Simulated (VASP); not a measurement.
Input of a VASP 6.6.1 run:

The input INCAR:

```
SYSTEM = Sc2Al
ALGO = Fast
EDIFF = 1E-7
ENCUT = 520
GGA = PS
ISIF = 2
ISMEAR = 0
LASPH = .TRUE.
LCHARG = .FALSE.
LREAL = .FALSE.
LWAVE = .FALSE.
NBANDS = 34
NELM = 60
PREC = Accurate
SIGMA = 0.15
```

Contents of KPOINTS:

```
k-points
0
G
  12 12 8
  0 0 0
```

POSCAR

```
Sc2Al
1.0
    4.7296264979      0.0000000000      0.0000000000
   -2.3648132490      4.0959766976      0.0000000000
    0.0000000000      0.0000000000      6.3897238862
Sc Al
4 2
Direct
    0.0000000000      0.0000000000      0.0000000000
    0.0000000000      0.0000000000      0.5000000000
    0.3333333333      0.6666666667      0.7500000000
    0.6666666667      0.3333333333      0.2500000000
    0.3333333333      0.6666666667      0.2500000000
    0.6666666667      0.3333333333      0.7500000000
```

Potentials or basis: VASP PAW PBE potentials, release 64 (Sc_sv, Al).

Run with:

```sh
$ cat potpaw_PBE.64/Sc_sv/POTCAR potpaw_PBE.64/Al/POTCAR > POTCAR
$ mpirun -np 1 vasp_std > vasp.out
```

**Question.** What does it give for the band gap on the k mesh?

**Answer.** Zero (bands 25 and 26 overlap by 0.77 eV).

**Question.** Estimate the pressure.

**Answer.** 1.0 GPa.

Stress tensor (GPa, compression positive):
```
 3.97  0.00  0.00
 0.00  3.97  0.00
 0.00  0.00 -4.90
```

Caveat: the cell differs from its parent crystal (strain -0.025 along x and y, +0.050 along z); the stress differs along the axes, from -5 to 4 GPa; the PAW data sets were made with another functional, which shifts forces and pressure a little.
